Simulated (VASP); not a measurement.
SiC:

```
Si C
1.0
     0.00000    2.17805    2.17805
     2.17805    0.00000    2.17805
     2.17805    2.17805    0.00000
Si C
1 1
Direct
  0.00000 0.00000 0.00000
  0.25000 0.25000 0.25000
```

Base run:

```yaml
Program: VASP 6.6.1
Functional: r2SCAN
Potentials_or_basis: VASP PAW PBE potentials, release 64 (Si, C)
Cutoff: 520 eV
k_mesh: 10 × 10 × 10
Occupations: gaussian, width 0.01 eV
Spin: no spin polarisation
```

Its results: band gap on the k mesh 1.72 eV (least direct gap 5.06 eV); pressure -0.1 GPa.

Problem. After a change of settings the same cell gave: band gap on the k mesh 1.36 eV (least direct gap 4.54 eV); pressure 3.5 GPa. Which change was it?
A. k mesh from 10 × 10 × 10 to 12 × 12 × 12; further incar settings from ALGO = Normal; EDIFF = 1e-06; NBANDS = 11 to ALGO = Normal; EDIFF = 1e-07; NBANDS = 11
B. functional from r2SCAN to PBE
C. functional from r2SCAN to LDA; potentials or basis from VASP PAW PBE potentials, release 64 (Si, C) to VASP PAW LDA potentials, release 64 (Si, C)

Solution. B.

Caveats: the PAW data sets were made with another functional, which shifts forces and pressure a little (at least some runs); the cell stands under pressure (at least some runs).
